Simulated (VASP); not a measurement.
BaIrO3: single point with LDA

The system is BaIrO3.

```
Ba Ir O
1.0
     4.10090    0.00000    0.00000
     0.00000    4.10090    0.00000
     0.00000    0.00000    4.10090
Ba Ir O
1 1 3
Cartesian
  2.0505 2.0505 2.0505
  0.0000 0.0000 0.0000
  2.0505 0.0000 0.0000
  0.0000 2.0604 0.0000
  0.0000 0.0000 2.0505
```

| Property | Result |
| --- | --- |
| Program | VASP 6.6.1 |
| Task | single point |
| Functional | LDA |
| Potentials or basis | VASP PAW LDA potentials, release 64 (Ba_sv, Ir, O) |
| Cutoff | 520 eV |
| k mesh | 6 × 6 × 6 |
| Occupations | fermi-dirac, width 0.1 eV |
| Spin | no spin polarisation |

| Item | Value |
| --- | --- |
| Pressure | -12.8 GPa |
| Largest force | 0.118 eV/Å |
| Band gap on the k mesh | zero (an odd number of electrons rules out a gap without spin polarisation) |

Forces on the atoms (eV/Å):
```
Ba   0.000  0.003  0.000
Ir   0.000  0.082  0.000
O    0.000  0.016  0.000
O    0.000 -0.118  0.000
O    0.000  0.016  0.000
```

Levels at points of the mesh, in eV from the Fermi level:
```tsv
k point	band 17	band 18	band 19	band 20	band 21	band 22
(0.00, 0.00, 0.00)	-2.17	-2.17	-2.17	-0.59	-0.59	3.32
(0.50, 0.00, 0.00)	-2.76	-0.58	-0.08	-0.08	1.84	5.15
(0.00, 0.50, 0.00)	-2.77	-0.58	-0.08	-0.08	1.84	5.15
(0.50, 0.50, 0.00)	-0.18	-0.18	0.22	0.45	5.10	5.75
(0.50, 0.00, 0.50)	-0.18	-0.18	0.22	0.45	5.10	5.75
(0.50, 0.50, 0.50)	0.65	0.65	0.65	4.64	4.64	4.64
```

Run time: 52 s on 1 thread of Intel(R) Xeon(R) Platinum 8488C (Sapphire Rapids), with other jobs on the host, peak memory 0.2 GiB.

Caveat: the cell stands under tension; spin-orbit coupling is left out, which moves the levels of the heavy elements; an odd number of electrons without spin polarisation forces a metal; a magnetic or distorted state may lie lower.
